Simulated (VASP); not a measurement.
Wanted: the native input for a VASP 6.6.1 run.

- Task: single point
- Functional: PBEsol
- Potentials or basis: VASP PAW PBE potentials, release 64 (Mg, S)
- Cutoff: 520 eV
- k mesh: 1 × 1 × 1
- Occupations: fermi-dirac, width 0.05 eV
- Spin: no spin polarisation
- Dipole correction: no
- Further INCAR settings: LREAL = Auto; ALGO = Normal; EDIFF = 1e-07; NBANDS = 166

The structure of MgS lies in POSCAR:

```
MgS
1.0
   11.3030650000      0.0000000000      0.0000000000
    0.0000000000     11.3030650000      0.0000000000
    0.0000000000      0.0000000000     11.3030650000
Mg S
32 32
Direct
    0.0000000000      0.0000000000      0.0000000000
    0.0000000000      0.0000000000      0.5000000000
    0.0000000000      0.5000000000      0.0000000000
    0.0000000000      0.5000000000      0.5000000000
    0.5000000000      0.0000000000      0.0000000000
    0.5000000000      0.0000000000      0.5000000000
    0.5000000000      0.5000000000      0.0000000000
    0.5000000000      0.5000000000      0.5000000000
    0.2500000000      0.2500000000      0.0000000000
    0.2500000000      0.2500000000      0.5000000000
    0.2500000000      0.7500000000      0.0000000000
    0.2500000000      0.7500000000      0.5000000000
    0.7500000000      0.2500000000      0.0000000000
    0.7500000000      0.2500000000      0.5000000000
    0.7500000000      0.7500000000      0.0000000000
    0.7500000000      0.7500000000      0.5000000000
    0.2500000000      0.0000000000      0.2500000000
    0.2500000000      0.0000000000      0.7500000000
    0.2500000000      0.5000000000      0.2500000000
    0.2500000000      0.5000000000      0.7500000000
    0.7500000000      0.0000000000      0.2500000000
    0.7500000000      0.0000000000      0.7500000000
    0.7500000000      0.5000000000      0.2500000000
    0.7500000000      0.5000000000      0.7500000000
    0.0000000000      0.2500000000      0.2500000000
    0.0000000000      0.2500000000      0.7500000000
    0.0000000000      0.7500000000      0.2500000000
    0.0000000000      0.7500000000      0.7500000000
    0.5000000000      0.2500000000      0.2500000000
    0.5000000000      0.2500000000      0.7500000000
    0.5000000000      0.7500000000      0.2500000000
    0.5000000000      0.7500000000      0.7500000000
    0.1250000000      0.1250000000      0.1250000000
    0.1250000000      0.1250000000      0.6250000000
    0.1250000000      0.6250000000      0.1250000000
    0.1250000000      0.6250000000      0.6250000000
    0.6250000000      0.1250000000      0.1250000000
    0.6250000000      0.1250000000      0.6250000000
    0.6250000000      0.6250000000      0.1250000000
    0.6250000000      0.6250000000      0.6250000000
    0.3750000000      0.3750000000      0.1250000000
    0.3750000000      0.3750000000      0.6250000000
    0.3750000000      0.8750000000      0.1250000000
    0.3750000000      0.8750000000      0.6250000000
    0.8750000000      0.3750000000      0.1250000000
    0.8750000000      0.3750000000      0.6250000000
    0.8750000000      0.8750000000      0.1250000000
    0.8750000000      0.8750000000      0.6250000000
    0.3750000000      0.1250000000      0.3750000000
    0.3750000000      0.1250000000      0.8750000000
    0.3750000000      0.6250000000      0.3750000000
    0.3750000000      0.6250000000      0.8750000000
    0.8750000000      0.1250000000      0.3750000000
    0.8750000000      0.1250000000      0.8750000000
    0.8750000000      0.6250000000      0.3750000000
    0.8750000000      0.6250000000      0.8750000000
    0.1250000000      0.3750000000      0.3750000000
    0.1250000000      0.3750000000      0.8750000000
    0.1250000000      0.8750000000      0.3750000000
    0.1250000000      0.8750000000      0.8750000000
    0.6250000000      0.3750000000      0.3750000000
    0.6250000000      0.3750000000      0.8750000000
    0.6250000000      0.8750000000      0.3750000000
    0.6250000000      0.8750000000      0.8750000000
```

These files were run (other wordings do the same):

INCAR

```
PREC = Accurate ; ENCUT = 520
EDIFF = 1E-7 ; ISMEAR = -1
SIGMA = 0.05 ; LREAL = Auto
LASPH = T ; NELM = 100
ALGO = Normal ; ISIF = 2
LWAVE = F ; LCHARG = T
GGA = PS ; LELF = T
LVHAR = T ; NBANDS = 166
```

KPOINTS

```
regular mesh
0
Gamma
  1 1 1
```

Potentials or basis: VASP PAW PBE potentials, release 64 (Mg, S).

Run with:

```console
$ cat potpaw_PBE.64/Mg/POTCAR potpaw_PBE.64/S/POTCAR > POTCAR
$ mpirun -np 1 vasp_gam > vasp.out
```

It gave:

| Item | Value |
| --- | --- |
| Pressure | 0.0 GPa |
| Band gap on the k mesh | 3.32 eV |

Caveat: the k points lie up to 0.56 Å⁻¹ apart; the PAW data sets were made with another functional, which shifts forces and pressure a little; an odd mesh through Γ misses points on the zone boundary, where band edges can lie.

Run time: 6.4 min on 1 thread of AMD EPYC 7R43 64-Core Processor (Zen 3), on a shared host, peak memory 0.99 GiB.
